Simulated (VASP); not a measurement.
Wanted: the native input for a VASP 6.6.1 run.

* Task: single point
* Functional: PBEsol
* Potentials or basis: VASP PAW PBE potentials, release 64 (Hf_pv)
* Cutoff: 520 eV
* k mesh: 16 × 16 × 16
* Occupations: fermi-dirac, width 0.03 eV
* Spin: no spin polarisation
* Dipole correction: no
* Further INCAR settings: ALGO = Normal; EDIFF = 1e-07; NBANDS = 11

The structure of Hf lies in POSCAR:

```
Hf
1.0
    0.0000000000      2.2200000000      2.2200000000
    2.2200000000      0.0000000000      2.2200000000
    2.2200000000      2.2200000000      0.0000000000
Hf
1
Direct
    0.0000000000      0.0000000000      0.0000000000
```

One way to write it, as run:

INCAR

```
  ALGO = Normal
  EDIFF = 1E-7
  ENCUT = 520
  GGA = PS
  ISIF = 2
  ISMEAR = -1
  LASPH = T
  LCHARG = F
  LREAL = F
  LWAVE = F
  NBANDS = 11
  NELM = 80
  PREC = Accurate
  SIGMA = 0.03
```

KPOINTS

```
k-points
0
Gamma
  16 16 16
```

Potentials or basis: VASP PAW PBE potentials, release 64 (Hf_pv).

Command:

```sh
$ cat potpaw_PBE.64/Hf_pv/POTCAR > POTCAR
$ mpirun -np 1 vasp_std > vasp.out
```

It gave:

```json
{"Pressure": "-2.0 GPa", "Band gap on the k mesh": "zero (band 5 reaches 6.13 eV, above the bottom of band 6 at 4.34 eV)"}
```

Caveat: the PAW data sets were made with another functional, which shifts forces and pressure a little; spin-orbit coupling is left out, which moves the levels of the heavy elements.

Run time: 9.1 s on 1 thread of Intel(R) Xeon(R) 6975P-C (Granite Rapids) (shared host), peak memory 0.16 GiB.
